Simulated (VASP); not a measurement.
# Al2Au (Fm-3m) in VASP: further runs

Al2Au is run at these levels: PBE; tasks: single point.

Program: VASP 6.6.1. These are calculated values, not measurements. Logs are shortened: lines on timing, memory, paths and dates and some standing lists are left out, and cuts for length are marked.

### Step 1. The cell of the first run

It takes space group Fm-3m (No. 225, cubic). The conventional cell has a = 6.000 Å, b = 6.000 Å, c = 6.000 Å, α = 90.00°, β = 90.00°, γ = 90.00°. Al (site symmetry -43m) has 4 Au at 2.60 Å and 6 Al at 3.00 Å within 3.4 Å. Au (site symmetry m-3m) has 8 Al at 2.60 Å within 3.4 Å.

### Step 2. Single point, PBE

INCAR reads:

```
SYSTEM = Al2Au
PREC     = Accurate       ! precision mode
ENCUT    = 500            ! plane-wave cutoff, eV
EDIFF    = 1E-6           ! SCF threshold, eV
ISMEAR   = 0              ! smearing method
SIGMA    = 0.1            ! smearing width, eV
LREAL    = .FALSE.        ! projectors in reciprocal space
LASPH    = .TRUE.         ! aspherical terms in the spheres
NELM     = 120            ! most SCF steps
ALGO     = Normal         ! electronic algorithm
ISIF     = 2              ! what is computed and relaxed
LWAVE    = .FALSE.        ! write WAVECAR
LCHARG   = .FALSE.        ! write CHGCAR
GGA      = PE             ! functional
NBANDS   = 16             ! bands
GGA_COMPAT= .FALSE.
```

KPOINTS reads:

```
Automatic mesh
0
G
  3 3 3
  0 0 0
```

POSCAR reads:

```
Al2Au
1.0
    0.0000000000      3.0000000000      3.0000000000
    3.0000000000      0.0000000000      3.0000000000
    3.0000000000      3.0000000000      0.0000000000
Al Au
2 1
Direct
    0.2500000000      0.2500000000      0.2500000000
    0.7500000000      0.7500000000      0.7500000000
    0.0000000000      0.0000000000      0.0000000000
```

Potentials or basis: VASP PAW PBE potentials, release 64 (Al, Au).

The run is started by

```console
$ cat potpaw_PBE.64/Al/POTCAR potpaw_PBE.64/Au/POTCAR > POTCAR
$ mpirun -np 1 vasp_std > vasp.out
```

OUTCAR:

```text
SYSTEM = Al2Au
   PREC = Accurate
   ENCUT = 500
   EDIFF = 1E-6
   ISMEAR = 0
   LREAL = .FALSE.
   LASPH = .TRUE.
   NELM = 120
   ISIF = 2
   GGA = PE

 ion  position               nearest neighbor table
   1  0.250  0.250  0.250-   3 2.60   3 2.60   3 2.60   3 2.60   2 3.00   2 3.00   2 3.00   2 3.00
                             2 3.00   2 3.00
   2  0.750  0.750  0.750-   3 2.60   3 2.60   3 2.60   3 2.60   1 3.00   1 3.00   1 3.00   1 3.00
                             1 3.00   1 3.00
   3  0.000  0.000  0.000-   2 2.60   2 2.60   2 2.60   1 2.60   2 2.60   1 2.60   1 2.60   1 2.60

  LATTYP: Found a face centered cubic cell.
 ALAT       =     6.0000000000

  Lattice vectors:

 A1 = (   0.0000000000,   3.0000000000,   3.0000000000)
 A2 = (   3.0000000000,   0.0000000000,   3.0000000000)
 A3 = (   3.0000000000,   3.0000000000,   0.0000000000)

Analysis of symmetry for initial positions (statically):
=====================================================================
 Subroutine PRICEL returns:
 Original cell was already a primitive cell.

 Routine SETGRP: Setting up the symmetry group for a
 face centered cubic supercell.

 Subroutine GETGRP returns: Found 48 space group operations
 (whereof 48 operations were pure point group operations)
 out of a pool of 48 trial point group operations.

The static configuration has the point symmetry O_h .

Analysis of symmetry for dynamics (positions and initial velocities):
=====================================================================
 Subroutine PRICEL returns:
 Original cell was already a primitive cell.

 Routine SETGRP: Setting up the symmetry group for a
 face centered cubic supercell.

 Subroutine GETGRP returns: Found 48 space group operations
 (whereof 48 operations were pure point group operations)
 out of a pool of 48 trial point group operations.

The dynamic configuration has the point symmetry O_h .

 Subroutine INISYM returns: Found 48 space group operations
 (whereof 48 operations are pure point group operations),
 and found     1 'primitive' translations

----------------------------------------------------------------------------------------

                                     Primitive cell

  volume of cell :      54.0000

  direct lattice vectors                    reciprocal lattice vectors
     0.000000000  3.000000000  3.000000000    -0.166666667  0.166666667  0.166666667
     3.000000000  0.000000000  3.000000000     0.166666667 -0.166666667  0.166666667
     3.000000000  3.000000000  0.000000000     0.166666667  0.166666667 -0.166666667

  length of vectors
     4.242640687  4.242640687  4.242640687     0.288675135  0.288675135  0.288675135

  position of ions in fractional coordinates (direct lattice)
     0.250000000  0.250000000  0.250000000
     0.750000000  0.750000000  0.750000000
     0.000000000  0.000000000  0.000000000

  ion indices of the primitive-cell ions
   primitive index   ion index
                 1           1
                 2           2
                 3           3

----------------------------------------------------------------------------------------

 KPOINTS: Automatic mesh

Automatic generation of k-mesh.
 Grid dimensions read from file:
 generate k-points for:    3    3    3

 Generating k-lattice:

  Cartesian coordinates                     Fractional coordinates (reciprocal lattice)
    -0.055555556  0.055555556  0.055555556     0.333333333  0.000000000  0.000000000
     0.055555556 -0.055555556  0.055555556     0.000000000  0.333333333  0.000000000
     0.055555556  0.055555556 -0.055555556     0.000000000  0.000000000  0.333333333

  Length of vectors
     0.096225045  0.096225045  0.096225045

  Shift w.r.t. Gamma in fractional coordinates (k-lattice)
     0.000000000  0.000000000  0.000000000

 Subroutine IBZKPT returns following result:
 ===========================================

 Found      4 irreducible k-points:

 Following reciprocal coordinates:
            Coordinates               Weight
  0.000000  0.000000  0.000000      1.000000
  0.333333  0.000000  0.000000      8.000000
  0.333333  0.333333  0.000000      6.000000
 -0.333333  0.333333  0.000000     12.000000
   k-points           NKPTS =      4   k-points in BZ     NKDIM =      4   number of bands    NBANDS=     16
   number of dos      NEDOS =    301   number of ions     NIONS =      3
   total plane-waves  NPLWV =  32768
   dimension x,y,z NGX =    32 NGY =   32 NGZ =   32
   dimension x,y,z NGXF=    64 NGYF=   64 NGZF=   64
   ions per type =               2   1
   NGX,Y,Z   is equivalent  to a cutoff of  12.54, 12.54, 12.54 a.u.
   NGXF,Y,Z  is equivalent  to a cutoff of  25.08, 25.08, 25.08 a.u.
 SYSTEM =  Al2Au
   PREC   = accura    normal or accurate (medium, high low for compatibility)
   ISTART =      0    job   : 0-new  1-cont  2-samecut
   ICHARG =      2    charge: 1-file 2-atom 10-const
   ISPIN  =      1    spin polarized calculation?
   LNONCOLLINEAR =      F non collinear calculations
   LSORBIT =      F    spin-orbit coupling
   LASPH  =      T    aspherical Exc in radial PAW
   ENCUT  =  500.0 eV  36.75 Ry    6.06 a.u.   7.74  7.74  7.74*2*pi/ulx,y,z
   NELM   =    120;   NELMIN=  2; NELMDL= -5     # of ELM steps
   EDIFF  = 0.1E-05   stopping-criterion for ELM
   LREAL  =      F    real-space projection
   EDIFFG = 0.1E-04   stopping-criterion for IOM
   NSW    =      0    number of steps for IOM
   IBRION =     -1    ionic relax: 0-MD 1-quasi-New 2-CG
   NFREE  =      0    steps in history (QN), initial steepest desc. (CG)
   ISIF   =      2    stress and relaxation
   ISYM   =      2    0-nonsym 1-usesym 2-fastsym
   POTIM  = 0.5000    time-step for ionic-motion
   TEBEG  =    0.0;   TEEND  =   0.0 temperature during run
   PSTRESS=    0.0 pullay stress
   NELECT =      17.0000    total number of electrons
   NUPDOWN=      -1.0000    fix difference up-down
   EMIN   =  10.00;   EMAX   =-10.00  energy-range for DOS
   EFERMI =   0.00;   METHOD = LEGACY
   ISMEAR =     0;   SIGMA  =   0.10  broadening in eV -4-tet -1-fermi 0-gaus
   EFERMI_NEDOS =   21; number of points for ismear=-14 and -15
   IALGO  =     38    algorithm
   IMIX   =      4    mixing-type and parameters
     AMIX     =   0.40;   BMIX     =  1.00
     AMIX_MAG =   1.60;   BMIX_MAG =  1.00
  volume/ion in A,a.u.               =      18.00       121.47
  Fermi-wavevector in a.u.,A,eV,Ry     =   1.113679  2.104547 16.875035  1.240280
  Thomas-Fermi vector in A             =   2.250266
   LORBIT       =      0    0 simple, 1 ext, 2 COOP (PROOUT), +10 PAW based schemes
   GGA     = PE    functional components
   LHFCALC =     F    Hartree Fock is set to
   AEXX    =    0.0000 exact exchange contribution
   IVDW    =     0    specifies the selected vdW correction
   LEPSILON=     F    determine dielectric tensor
   LRPA    =     F    only Hartree local field effects (RPA)
 non-spin polarized calculation
 Gauss-broadening in eV      SIGMA  =   0.10
  energy-cutoff  :      500.00
  volume of cell :       54.00
 maximum number of plane-waves:      1382
   NGX = 15   NGY = 15   NGZ = 15

 number of electron      17.0000001 magnetization

 Free energy of the ion-electron system (eV)
  ---------------------------------------------------
  ext. energy  EPLUGINS =         0.00000000
  ---------------------------------------------------
  free energy    TOTEN  =       -11.76600532 eV

  energy without entropy =      -11.73517019  energy(sigma->0) =      -11.75058776

 E-fermi :   8.6091     XC(G=0): -10.5132

 val. band max:        6.9391472366   @ k =  -0.3333   0.3333   0.0000
 cond. band min:       8.6375759164   @ k =   0.3333   0.0000   0.0000
 fundamental gap:      1.6984286798
 Fermi energy:         8.6091325467

 k-point     1 :       0.0000    0.0000    0.0000
  band No.  band energies     occupation
      1      -2.7449      2.00000
      2       1.1441      2.00000
      3       1.1441      2.00000
      4       1.1441      2.00000
      5       2.0879      2.00000
      6       2.0879      2.00000
[... 8 lines left out ...]
     15      13.5545      0.00000
     16      13.5545      0.00000

 k-point     2 :       0.3333    0.0000    0.0000
  band No.  band energies     occupation
      1      -1.4255      2.00000
      2       0.9440      2.00000
      3       1.3520      2.00000
      4       1.3520      2.00000
      5       2.1274      2.00000
      6       2.1274      2.00000
[... 8 lines left out ...]
     15      15.1481      0.00000
     16      15.3087      0.00000

 k-point     3 :       0.3333    0.3333    0.0000
  band No.  band energies     occupation
      1      -0.8578      2.00000
      2       0.6140      2.00000
      3       1.6719      2.00000
      4       1.6719      2.00000
      5       1.6914      2.00000
      6       2.3100      2.00000
[... 8 lines left out ...]
     15      15.8905      0.00000
     16      18.0322      0.00000

 k-point     4 :      -0.3333    0.3333    0.0000
  band No.  band energies     occupation
      1       0.1543      2.00000
      2       0.8579      2.00000
      3       1.4492      2.00000
      4       1.7540      2.00000
      5       1.9780      2.00000
      6       2.0953      2.00000
[... 8 lines left out ...]
     15      15.9849      0.00000
     16      17.4802      0.00000

------------------------ aborting loop because EDIFF is reached ----------------------------------------

  FORCE on cell =-STRESS in cart. coord.  units (eV):
  Direction    XX          YY          ZZ          XY          YZ          ZX
  --------------------------------------------------------------------------------------
  -------------------------------------------------------------------------------------
  Total        0.4256735      0.4256735      0.4256735      0.0000000      0.0000000     -0.0000000
  in kB       12.6297115     12.6297115     12.6297115      0.0000000      0.0000000     -0.0000000
  external PRESSURE =      12.6297115 kB  Pullay stress =       0.0000000 kB

 VOLUME and BASIS-vectors are now :
 -----------------------------------------------------------------------------
  energy-cutoff  :      500.00
  volume of cell :       54.00
      direct lattice vectors                 reciprocal lattice vectors
     0.000000000  3.000000000  3.000000000    -0.166666667  0.166666667  0.166666667
     3.000000000  0.000000000  3.000000000     0.166666667 -0.166666667  0.166666667
     3.000000000  3.000000000  0.000000000     0.166666667  0.166666667 -0.166666667

 POSITION                                       TOTAL-FORCE (eV/Angst)
 -----------------------------------------------------------------------------------
      1.50000      1.50000      1.50000        -0.000000     -0.000000      0.000000
      4.50000      4.50000      4.50000         0.000000      0.000000     -0.000000
      0.00000      0.00000      0.00000         0.000000     -0.000000     -0.000000
 -----------------------------------------------------------------------------------
    total drift:                                0.000000     -0.000000      0.000000

  FREE ENERGIE OF THE ION-ELECTRON SYSTEM (eV)
  ---------------------------------------------------
  free  energy   TOTEN  =       -11.7660053220 eV

  energy  without entropy=      -11.7351701946  energy(sigma->0) =      -11.75058776
```

Run time: 7.9 s. Hardware: 1 thread of Intel Xeon 6975P-C, shared host; peak memory 0.17 GiB.

Results:

- Free energy: -11.7660 eV
- Pressure: 1.3 GPa

Levels at points of the mesh, in eV from the Fermi level:
```tsv
k point	band 5	band 6	band 7	band 8	band 9	band 10	band 11	band 12
(0.00, 0.00, 0.00)	-6.52	-6.52	1.45	2.15	2.15	2.15	3.08	3.08
```

Caveat: the k points lie up to 0.60 Å⁻¹ apart; spin-orbit coupling is left out, which moves the levels of the heavy elements.

### Step 3. Single point, PBE

INCAR reads:

```
ALGO     = Normal         # electronic algorithm
EDIFF    = 1E-6           # SCF threshold, eV
ENCUT    = 500            # plane-wave cutoff, eV
GGA      = PE             # functional
GGA_COMPAT= False        
ISIF     = 2              # what is computed and relaxed
ISMEAR   = 0              # smearing method
LASPH    = True           # aspherical terms in the spheres
LCHARG   = True           # write CHGCAR
LELF     = True           # ELF
LREAL    = False          # projectors in reciprocal space
LVHAR    = True         
LWAVE    = False          # write WAVECAR
NBANDS   = 16             # bands
NELM     = 120            # most SCF steps
PREC     = Accurate       # precision mode
SIGMA    = 0.1            # smearing width, eV
```

KPOINTS reads:

```
k-points
0
Gamma
  3 3 3
```

POSCAR is that of step 2.

Potentials or basis: VASP PAW PBE potentials, release 64 (Al, Au).

The run is started by

```console
$ cat potpaw_PBE.64/Al/POTCAR potpaw_PBE.64/Au/POTCAR > POTCAR
$ mpirun -np 1 vasp_std > vasp.out
```

OUTCAR:

```text
EDIFF = 1E-6
   ENCUT = 500
   GGA = PE
   ISIF = 2
   ISMEAR = 0
   LASPH = True
   LREAL = False
   NELM = 120
   PREC = Accurate

 ion  position               nearest neighbor table
   1  0.250  0.250  0.250-   3 2.60   3 2.60   3 2.60   3 2.60   2 3.00   2 3.00   2 3.00   2 3.00
                             2 3.00   2 3.00
   2  0.750  0.750  0.750-   3 2.60   3 2.60   3 2.60   3 2.60   1 3.00   1 3.00   1 3.00   1 3.00
                             1 3.00   1 3.00
   3  0.000  0.000  0.000-   2 2.60   2 2.60   2 2.60   1 2.60   2 2.60   1 2.60   1 2.60   1 2.60

  LATTYP: Found a face centered cubic cell.
 ALAT       =     6.0000000000

  Lattice vectors:

 A1 = (   0.0000000000,   3.0000000000,   3.0000000000)
 A2 = (   3.0000000000,   0.0000000000,   3.0000000000)
 A3 = (   3.0000000000,   3.0000000000,   0.0000000000)

Analysis of symmetry for initial positions (statically):
=====================================================================
 Subroutine PRICEL returns:
 Original cell was already a primitive cell.

[... 149 lines left out ...]

 E-fermi :   8.6091     XC(G=0): -10.5132

 val. band max:        6.9391472366   @ k =  -0.3333   0.3333   0.0000
 cond. band min:       8.6375759164   @ k =   0.3333   0.0000   0.0000
 fundamental gap:      1.6984286798
 Fermi energy:         8.6091325467

 k-point     1 :       0.0000    0.0000    0.0000
  band No.  band energies     occupation
      1      -2.7449      2.00000
      2       1.1441      2.00000
      3       1.1441      2.00000
      4       1.1441      2.00000
      5       2.0879      2.00000
      6       2.0879      2.00000
[... 53 lines left out ...]
      3       1.4492      2.00000
      4       1.7540      2.00000
      5       1.9780      2.00000
      6       2.0953      2.00000
[... 8 lines left out ...]
     15      15.9849      0.00000
     16      17.4802      0.00000

------------------------ aborting loop because EDIFF is reached ----------------------------------------

  FORCE on cell =-STRESS in cart. coord.  units (eV):
  Direction    XX          YY          ZZ          XY          YZ          ZX
  --------------------------------------------------------------------------------------
  -------------------------------------------------------------------------------------
  Total        0.4256735      0.4256735      0.4256735      0.0000000      0.0000000     -0.0000000
  in kB       12.6297115     12.6297115     12.6297115      0.0000000      0.0000000     -0.0000000
  external PRESSURE =      12.6297115 kB  Pullay stress =       0.0000000 kB

 VOLUME and BASIS-vectors are now :
 -----------------------------------------------------------------------------
  energy-cutoff  :      500.00
  volume of cell :       54.00
      direct lattice vectors                 reciprocal lattice vectors
     0.000000000  3.000000000  3.000000000    -0.166666667  0.166666667  0.166666667
     3.000000000  0.000000000  3.000000000     0.166666667 -0.166666667  0.166666667
     3.000000000  3.000000000  0.000000000     0.166666667  0.166666667 -0.166666667

 POSITION                                       TOTAL-FORCE (eV/Angst)
 -----------------------------------------------------------------------------------
      1.50000      1.50000      1.50000        -0.000000     -0.000000      0.000000
      4.50000      4.50000      4.50000         0.000000      0.000000     -0.000000
      0.00000      0.00000      0.00000         0.000000     -0.000000     -0.000000
 -----------------------------------------------------------------------------------
    total drift:                                0.000000     -0.000000      0.000000

  FREE ENERGIE OF THE ION-ELECTRON SYSTEM (eV)
  ---------------------------------------------------
  free  energy   TOTEN  =       -11.7660053220 eV

  energy  without entropy=      -11.7351701946  energy(sigma->0) =      -11.75058776
```

stdout:

```text
POSCAR found type information on POSCAR AlAu
 POSCAR found :  2 types and       3 ions
 scaLAPACK will be used
 LDA part: xc-table for (Slater+PW92), standard interpolation
 POSCAR, INCAR and KPOINTS ok, starting setup
 FFT: planning ... GRIDC
 FFT: planning ... GRID_SOFT
 FFT: planning ... GRID
 WAVECAR not read
 entering main loop
```

It took 9.1 s on 1 thread of Intel Xeon 6975P-C, shared host; peak memory 0.17 GiB.

What came out:

| Quantity | Value |
| --- | --- |
| Free energy | -11.7660 eV |
| Pressure | 1.3 GPa |

Caveat: the k points lie up to 0.60 Å⁻¹ apart; spin-orbit coupling is left out, which moves the levels of the heavy elements.

### Step 4. Single point, PBE

INCAR reads:

```
PREC = Accurate
ENCUT = 500
EDIFF = 1E-6
ISMEAR = 0
SIGMA = 0.1
LREAL = F
LASPH = T
NELM = 120
ALGO = Normal
ISIF = 2
LWAVE = F
LCHARG = T
GGA = PE
LELF = T
LVHAR = T
NBANDS = 16
GGA_COMPAT = F
```

KPOINTS reads:

```
Automatic mesh
0
Gamma
  4 4 4
```

POSCAR is that of step 3.

The run is started by

```console
$ cat potpaw_PBE.64/Al/POTCAR potpaw_PBE.64/Au/POTCAR > POTCAR
$ mpirun -np 1 vasp_std > vasp.out
```

Run time: 11 s. Hardware: 1 thread of Intel Xeon 6975P-C, shared host; peak memory 0.17 GiB.

The run converged. Its results:

```yaml
Free_energy: -12.0128 eV
Pressure: 2.4 GPa
```

Levels at points of the mesh, in eV from the Fermi level:
```
           k point  band 5  band 6  band 7  band 8  band 9  band 10  band 11  band 12
(0.00, 0.00, 0.00)   -6.01   -6.01    1.89    2.61    2.61     2.61     3.55     3.55
(0.50, 0.00, 0.00)   -5.89   -5.89   -5.81    0.01    0.01     2.95     3.24     3.46
(0.50, 0.50, 0.00)   -6.16   -5.71   -5.38   -2.46   -2.46     0.90     1.75     7.30
```

Caveat: the k points lie up to 0.45 Å⁻¹ apart; spin-orbit coupling is left out, which moves the levels of the heavy elements.

### Step 5. Single point, PBE

INCAR reads:

```
SYSTEM = Al2Au
ALGO = Normal
EDIFF = 1E-6
ENCUT = 500
GGA = PE
GGA_COMPAT = .False.
ISIF = 2
ISMEAR = 0
LASPH = .True.
LCHARG = .True.
LELF = .True.
LREAL = .False.
LVHAR = .True.
LWAVE = .False.
NBANDS = 16
NELM = 120
PREC = Accurate
SIGMA = 0.1
```

KPOINTS reads:

```
k-points
0
Gamma
  5 5 5
  0 0 0
```

POSCAR is that of step 4.

The run is started by

```console
$ cat potpaw_PBE.64/Al/POTCAR potpaw_PBE.64/Au/POTCAR > POTCAR
$ mpirun -np 1 vasp_std > vasp.out
```

It took 11 s on 1 thread of Intel Xeon 6975P-C, shared host; peak memory 0.17 GiB.

It converged, with:

```yaml
Free_energy: -12.0412 eV
Pressure: 3.0 GPa
```

Levels at points of the mesh, in eV from the Fermi level:
```tsv
k point	band 4	band 5	band 6	band 7	band 8	band 9	band 10	band 11	band 12	band 13
(0.00, 0.00, 0.00)	-6.66	-5.71	-5.71	2.18	2.90	2.90	2.90	3.85	3.85	3.85
```

Caveat: the k points lie up to 0.36 Å⁻¹ apart; spin-orbit coupling is left out, which moves the levels of the heavy elements.

### Step 6. Summary

```tsv
k mesh	gap on the mesh (eV)	pressure (GPa)
3 × 3 × 3	none	1.3
4 × 4 × 4	none	2.4
5 × 5 × 5	none	3.0
```

Alike in all rows: task single point; level PBE; potentials or basis VASP PAW PBE potentials, release 64 (Al, Au); no spin polarisation; cell as given; cutoff (eV) 500; smearing gaussian 0.1 eV.

Caveats: all runs use coarse meshes; spin-orbit coupling is left out, which moves the levels of the heavy elements.

Absolute energies hang on the potentials; compare differences alone.
